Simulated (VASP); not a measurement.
# TaGaGeSe (P4/mmm) in VASP: further runs, part 2 of 2

VASP 6.6.1.

## (6) Single point, PBE, collinear spin, ferromagnetic start

This run uses another cell than the first one, of 21.70 Å³/atom, 1.093 times its volume.

INCAR reads:

```
PREC = Accurate
ENCUT = 520
EDIFF = 1E-6
ISMEAR = 0
SIGMA = 0.1
LREAL = False
LASPH = True
NELM = 150
ALGO = Normal
ISIF = 2
LWAVE = False
LCHARG = True
ISPIN = 2
MAGMOM = 1 0 0 0
LORBIT = 11
LMAXMIX = 4
GGA = PE
LELF = True
LVHAR = True
NBANDS = 34
```

KPOINTS reads:

```
regular mesh
0
Gamma
  4 4 4
```

POSCAR reads:

```
TaGaGeSe
1.0
    3.9475305700      0.0000000000      0.0000000000
    0.0000000000      3.9475305700      0.0000000000
    0.0000000000      0.0000000000      5.5697447700
Ta Ga Ge Se
1 1 1 1
Direct
    0.0000000000      0.0000000000      0.5000000000
    0.5000000000      0.5000000000      0.5000000000
    0.5000000000      0.5000000000      0.0000000000
    0.0000000000      0.0000000000      0.0000000000
```

Potentials or basis: VASP PAW PBE potentials, release 64 (Ta_pv, Ga_d, Ge_d, Se).

Run with:

```bash
$ cat potpaw_PBE.64/Ta_pv/POTCAR potpaw_PBE.64/Ga_d/POTCAR potpaw_PBE.64/Ge_d/POTCAR potpaw_PBE.64/Se/POTCAR > POTCAR
$ mpirun -np 1 vasp_std > vasp.out
```

OUTCAR:

```text
PREC = Accurate
   ENCUT = 520
   EDIFF = 1E-6
   ISMEAR = 0
   LREAL = False
   LASPH = True
   NELM = 150
   ISIF = 2
   ISPIN = 2
   LORBIT = 11
   GGA = PE

 ion  position               nearest neighbor table
   1  0.000  0.000  0.500-   4 2.78   4 2.78   2 2.79   2 2.79   2 2.79   2 2.79
   2  0.500  0.500  0.500-   3 2.78   3 2.78   1 2.79   1 2.79   1 2.79   1 2.79
   3  0.500  0.500  0.000-   2 2.78   2 2.78   4 2.79   4 2.79   4 2.79   4 2.79
   4  0.000  0.000  0.000-   1 2.78   1 2.78   3 2.79   3 2.79   3 2.79   3 2.79

  LATTYP: Found a simple tetragonal cell.
 ALAT       =     3.9475305700
 C/A-ratio  =     1.4109440500

  Lattice vectors:

 A1 = (   3.9475305700,   0.0000000000,   0.0000000000)
 A2 = (   0.0000000000,   3.9475305700,   0.0000000000)
 A3 = (   0.0000000000,   0.0000000000,   5.5697447700)

Analysis of symmetry for initial positions (statically):
=====================================================================
 Subroutine PRICEL returns:
 Original cell was already a primitive cell.

 Routine SETGRP: Setting up the symmetry group for a
 simple tetragonal supercell.

 Subroutine GETGRP returns: Found 16 space group operations
 (whereof 16 operations were pure point group operations)
 out of a pool of 16 trial point group operations.

The static configuration has the point symmetry D_4h.

Analysis of symmetry for dynamics (positions and initial velocities):
=====================================================================
 Subroutine PRICEL returns:
 Original cell was already a primitive cell.

 Routine SETGRP: Setting up the symmetry group for a
 simple tetragonal supercell.

 Subroutine GETGRP returns: Found 16 space group operations
 (whereof 16 operations were pure point group operations)
 out of a pool of 16 trial point group operations.

The dynamic configuration has the point symmetry D_4h.

Analysis of structural, dynamic, and magnetic symmetry:
=====================================================================
 Subroutine PRICEL returns:
 Original cell was already a primitive cell.

 Routine SETGRP: Setting up the symmetry group for a
 simple tetragonal supercell.

 Subroutine GETGRP returns: Found 16 space group operations
 (whereof 16 operations were pure point group operations)
 out of a pool of 16 trial point group operations.

The overall configuration has the point symmetry D_4h.

 Subroutine INISYM returns: Found 16 space group operations
 (whereof 16 operations are pure point group operations),
 and found     1 'primitive' translations

----------------------------------------------------------------------------------------

                                     Primitive cell

  volume of cell :      86.7933

  direct lattice vectors                    reciprocal lattice vectors
     3.947530570  0.000000000  0.000000000     0.253322927  0.000000000  0.000000000
     0.000000000  3.947530570  0.000000000     0.000000000  0.253322927  0.000000000
     0.000000000  0.000000000  5.569744770     0.000000000  0.000000000  0.179541441

  length of vectors
     3.947530570  3.947530570  5.569744770     0.253322927  0.253322927  0.179541441
[... 74 lines left out ...]
   LSORBIT =      F    spin-orbit coupling
   LASPH  =      T    aspherical Exc in radial PAW
   ENCUT  =  520.0 eV  38.22 Ry    6.18 a.u.   7.34  7.34 10.36*2*pi/ulx,y,z
   NELM   =    150;   NELMIN=  2; NELMDL= -5     # of ELM steps
   EDIFF  = 0.1E-05   stopping-criterion for ELM
   LREAL  =      F    real-space projection
   EDIFFG = 0.1E-04   stopping-criterion for IOM
   NSW    =      0    number of steps for IOM
   IBRION =     -1    ionic relax: 0-MD 1-quasi-New 2-CG
   NFREE  =      0    steps in history (QN), initial steepest desc. (CG)
   ISIF   =      2    stress and relaxation
   ISYM   =      2    0-nonsym 1-usesym 2-fastsym
   POTIM  = 0.5000    time-step for ionic-motion
   TEBEG  =    0.0;   TEEND  =   0.0 temperature during run
   PSTRESS=    0.0 pullay stress
   NELECT =      44.0000    total number of electrons
   NUPDOWN=      -1.0000    fix difference up-down
   EMIN   =  10.00;   EMAX   =-10.00  energy-range for DOS
   EFERMI =   0.00;   METHOD = LEGACY
   ISMEAR =     0;   SIGMA  =   0.10  broadening in eV -4-tet -1-fermi 0-gaus
   EFERMI_NEDOS =   21; number of points for ismear=-14 and -15
   IALGO  =     38    algorithm
   IMIX   =      4    mixing-type and parameters
     AMIX     =   0.40;   BMIX     =  1.00
     AMIX_MAG =   1.60;   BMIX_MAG =  1.00
  volume/ion in A,a.u.               =      21.70       146.43
  Fermi-wavevector in a.u.,A,eV,Ry     =   1.305360  2.466773 23.183847  1.703965
  Thomas-Fermi vector in A             =   2.436234
   LORBIT       =     11    0 simple, 1 ext, 2 COOP (PROOUT), +10 PAW based schemes
   GGA     = PE    functional components
   LHFCALC =     F    Hartree Fock is set to
   AEXX    =    0.0000 exact exchange contribution
   IVDW    =     0    specifies the selected vdW correction
   LEPSILON=     F    determine dielectric tensor
   LRPA    =     F    only Hartree local field effects (RPA)
 spin polarized calculation
 Gauss-broadening in eV      SIGMA  =   0.10
  energy-cutoff  :      520.00
  volume of cell :       86.79
 maximum number of plane-waves:      2373
 NGX is ok and might be reduce to    30
   NGX = 15   NGY = 15   NGZ = 21

 number of electron      44.0000000 magnetization       0.0012950

 Free energy of the ion-electron system (eV)
  ---------------------------------------------------
  ext. energy  EPLUGINS =         0.00000000
  ---------------------------------------------------
  free energy    TOTEN  =       -21.70563796 eV

  energy without entropy =      -21.69197097  energy(sigma->0) =      -21.69880446

 E-fermi :   5.0678     XC(G=0): -10.6383

 val. band max:        5.0671893716   @ k =   0.5000   0.0000   0.0000
 cond. band min:       5.0901138083   @ k =   0.2500   0.0000   0.5000
 fundamental gap:      0.0229244367
 Fermi energy:         5.0678465266

 spin component 1

 k-point     1 :       0.0000    0.0000    0.0000
  band No.  band energies     occupation
      1     -30.8026      1.00000
      2     -30.3026      1.00000
      3     -30.3026      1.00000
      4     -20.2174      1.00000
      5     -20.2149      1.00000
      6     -20.1454      1.00000
[... 655 lines left out ...]
     33      11.9607      0.00000
     34      12.2290      0.00000
 Fermi energy:         5.0678465266

 spin component 2

 k-point     1 :       0.0000    0.0000    0.0000
  band No.  band energies     occupation
      1     -30.8018      1.00000
      2     -30.3022      1.00000
      3     -30.3022      1.00000
      4     -20.2174      1.00000
      5     -20.2149      1.00000
      6     -20.1454      1.00000
[... 655 lines left out ...]
     33      11.9607      0.00000
     34      12.2296      0.00000

------------------------ aborting loop because EDIFF is reached ----------------------------------------

  FORCE on cell =-STRESS in cart. coord.  units (eV):
  Direction    XX          YY          ZZ          XY          YZ          ZX
  --------------------------------------------------------------------------------------
  -------------------------------------------------------------------------------------
  Total       -3.1509860     -3.1509860     -4.9757530      0.0000000      0.0000000     -0.0000000
  in kB      -58.1662095    -58.1662095    -91.8508320      0.0000000      0.0000000     -0.0000000
  external PRESSURE =     -69.3944170 kB  Pullay stress =       0.0000000 kB

 VOLUME and BASIS-vectors are now :
 -----------------------------------------------------------------------------
  energy-cutoff  :      520.00
  volume of cell :       86.79
      direct lattice vectors                 reciprocal lattice vectors
     3.947530570  0.000000000  0.000000000     0.253322927  0.000000000  0.000000000
     0.000000000  3.947530570  0.000000000     0.000000000  0.253322927  0.000000000
     0.000000000  0.000000000  5.569744770     0.000000000  0.000000000  0.179541441

 POSITION                                       TOTAL-FORCE (eV/Angst)
 -----------------------------------------------------------------------------------
      0.00000      0.00000      2.78487         0.000000      0.000000      0.000000
      1.97377      1.97377      2.78487         0.000000      0.000000      0.000000
      1.97377      1.97377      0.00000         0.000000      0.000000      0.000000
      0.00000      0.00000      0.00000         0.000000      0.000000      0.000000
 -----------------------------------------------------------------------------------
    total drift:                                0.000000      0.000000      0.000000

  FREE ENERGIE OF THE ION-ELECTRON SYSTEM (eV)
  ---------------------------------------------------
  free  energy   TOTEN  =       -21.7056379632 eV

  energy  without entropy=      -21.6919709668  energy(sigma->0) =      -21.69880446

 total charge

# of ion       s       p       d       tot
------------------------------------------
    1        0.281   6.076   2.163   8.520
    2        0.935   0.818   9.941  11.695
    3        1.339   0.739  10.026  12.104
    4        1.458   2.322   0.047   3.828
--------------------------------------------------
tot          4.014   9.956  22.178  36.147

 magnetization (x)

# of ion       s       p       d       tot
------------------------------------------
    1        0.000   0.000   0.001   0.001
    2       -0.000   0.000   0.000  -0.000
    3        0.000  -0.000   0.000   0.000
    4       -0.000  -0.000   0.000  -0.000
--------------------------------------------------
tot          0.000  -0.000   0.001   0.001
```

stdout:

```text
POSCAR found type information on POSCAR TaGaGeSe
 POSCAR found :  4 types and       4 ions
 scaLAPACK will be used
 LDA part: xc-table for (Slater+PW92), standard interpolation
 POSCAR, INCAR and KPOINTS ok, starting setup
 FFT: planning ... GRIDC
 FFT: planning ... GRID_SOFT
 FFT: planning ... GRID
 WAVECAR not read
 entering main loop
```

It took 61 s on 1 thread of Intel Xeon 6975P-C (Granite Rapids), shared host; peak memory 0.27 GiB.

What came out:

| Property | Result |
| --- | --- |
| Free energy | -21.7056 eV |
| Pressure | -6.9 GPa |
| Band gap on the k mesh | zero (filled and empty bands overlap) |
| Net moment | 0.00 μB per cell |
| Valence electrons inside the program's atomic spheres | Ta 8.52; Ga 11.70; Ge 12.10; Se 3.83 |

Stress tensor (GPa, compression positive):
```
-5.82  0.00  0.00
 0.00 -5.82  0.00
 0.00  0.00 -9.19
```

Levels at points of the mesh, in eV from the Fermi level:
Spin up:
```
           k point  band 20  band 21  band 22  band 23  band 24  band 25
(0.00, 0.00, 0.00)    -1.10    -0.49     0.12     0.12     0.42     0.78
(0.50, 0.00, 0.00)    -2.56    -1.64    -0.76     0.00     0.30     1.01
(0.50, 0.50, 0.00)    -1.85    -1.02    -1.02    -0.27    -0.27     0.59
(0.00, 0.00, 0.50)    -1.01     0.79     1.05     1.05     1.43     1.55
(0.50, 0.00, 0.50)    -1.37    -1.26    -0.25    -0.02     0.49     1.29
(0.50, 0.50, 0.50)    -1.32    -1.32     0.36     0.36     1.38     1.42
```
Spin down:
| k point | band 19 | band 20 | band 21 | band 22 | band 23 | band 24 | band 25 | band 26 |
| --- | --- | --- | --- | --- | --- | --- | --- | --- |
| (0.00, 0.00, 0.00) | -3.86 | -1.10 | -0.49 | 0.12 | 0.12 | 0.42 | 0.78 | 2.67 |
| (0.50, 0.00, 0.00) | -3.47 | -2.56 | -1.64 | -0.76 | 0.00 | 0.30 | 1.01 | 1.04 |
| (0.50, 0.50, 0.00) | -3.47 | -1.85 | -1.02 | -1.02 | -0.27 | -0.27 | 0.60 | 1.48 |
| (0.00, 0.00, 0.50) | -4.02 | -1.01 | 0.79 | 1.05 | 1.05 | 1.43 | 1.55 | 2.11 |
| (0.50, 0.00, 0.50) | -2.89 | -1.37 | -1.26 | -0.25 | -0.02 | 0.49 | 1.29 | 1.48 |
| (0.50, 0.50, 0.50) | -5.23 | -1.32 | -1.32 | 0.36 | 0.36 | 1.38 | 1.42 | 1.86 |

Caveat: the k points lie up to 0.40 Å⁻¹ apart; spin-orbit coupling is left out, which moves the levels of the heavy elements.

## (7) Single point, PBE

This run uses another cell than the first one, of 19.80 Å³/atom, 0.997 times its volume.

INCAR reads:

```
PREC = Accurate ; ENCUT = 520
EDIFF = 1E-7 ; ISMEAR = 0
SIGMA = 0.1 ; LREAL = F
LASPH = T ; NELM = 60
ALGO = Normal ; ISIF = 2
LWAVE = F ; LCHARG = F
GGA = PE ; NBANDS = 30
```

KPOINTS reads:

```
Automatic mesh
0
Gamma
  12 12 10
```

POSCAR reads:

```
TaGaGeSe
1.0
    3.8442824975      0.0000000000      0.0000000000
    0.0000000000      3.8442824975      0.0000000000
    0.0000000000      0.0000000000      5.3596383826
Ta Ga Ge Se
1 1 1 1
Direct
    0.0000000000      0.0000000000      0.5000000000
    0.5000000000      0.5000000000      0.5000000000
    0.5000000000      0.5000000000      0.0000000000
    0.0000000000      0.0000000000      0.0000000000
```

Run with:

```bash
$ cat potpaw_PBE.64/Ta_pv/POTCAR potpaw_PBE.64/Ga_d/POTCAR potpaw_PBE.64/Ge_d/POTCAR potpaw_PBE.64/Se/POTCAR > POTCAR
$ mpirun -np 1 vasp_std > vasp.out
```

Run time: 2.8 min. Hardware: 1 thread of Intel Xeon 6975P-C (Granite Rapids), shared host; peak memory 0.54 GiB.

It converged, with:

```yaml
Free_energy: -21.9157 eV
Pressure: 0.1 GPa
Band_gap_on_the_k_mesh: zero (band 22 reaches 7.24 eV, above the bottom of band 23 at 5.15 eV)
```

Levels at points of the mesh, in eV from the Fermi level:
```tsv
k point	band 19	band 20	band 21	band 22	band 23	band 24	band 25	band 26
(0.00, 0.00, 0.00)	-4.17	-1.18	-0.49	0.19	0.19	0.81	1.02	2.92
(0.50, 0.00, 0.00)	-3.84	-2.73	-1.75	-0.50	0.07	0.41	1.11	1.50
(0.50, 0.50, 0.00)	-3.59	-2.09	-1.13	-1.13	-0.15	-0.15	1.00	2.02
(0.00, 0.00, 0.50)	-4.36	-1.05	1.04	1.38	1.38	1.74	1.89	2.25
(0.50, 0.00, 0.50)	-3.13	-1.40	-1.15	-0.12	0.00	0.43	1.67	1.81
(0.50, 0.50, 0.50)	-5.61	-1.40	-1.40	0.58	0.58	1.71	1.81	2.22
```

Caveat: spin-orbit coupling is left out, which moves the levels of the heavy elements.

## (8) Overview

| task | spin | cell | k mesh | cutoff (eV) | gap on the mesh (eV) | pressure (GPa) | moment (μB) |
| --- | --- | --- | --- | --- | --- | --- | --- |
| single point | off | a = 3.877, b = 3.877, c = 5.286 Å, 4 atoms | 4 × 4 × 4 | 520 | none | 0.1 | - |
| single point | off | a = 3.948, b = 3.948, c = 5.570 Å, 4 atoms | 4 × 4 × 4 | 520 | none | -6.9 | - |
| relaxation of cell and atoms | off | relaxed from a = 3.948, b = 3.948, c = 5.570 Å, 4 atoms | 4 × 4 × 4 | 600 | none | 0.2 | - |
| single point | collinear, ferromagnetic start | a = 3.877, b = 3.877, c = 5.286 Å, 4 atoms | 4 × 4 × 4 | 520 | none | 0.2 | 0.12 |
| single point | collinear, ferromagnetic start | a = 3.948, b = 3.948, c = 5.570 Å, 4 atoms | 4 × 4 × 4 | 520 | none | -6.9 | 0.00 |
| single point | off | a = 3.844, b = 3.844, c = 5.360 Å, 4 atoms | 12 × 12 × 10 | 520 | none | 0.1 | - |

Alike in all rows: level PBE; potentials or basis VASP PAW PBE potentials, release 64 (Ta_pv, Ga_d, Ge_d, Se); smearing gaussian 0.1 eV.

Caveats: some runs use coarse meshes; spin-orbit coupling is left out, which moves the levels of the heavy elements.

Total energies depend on the potentials used, so only differences within one code and one set of settings carry meaning.
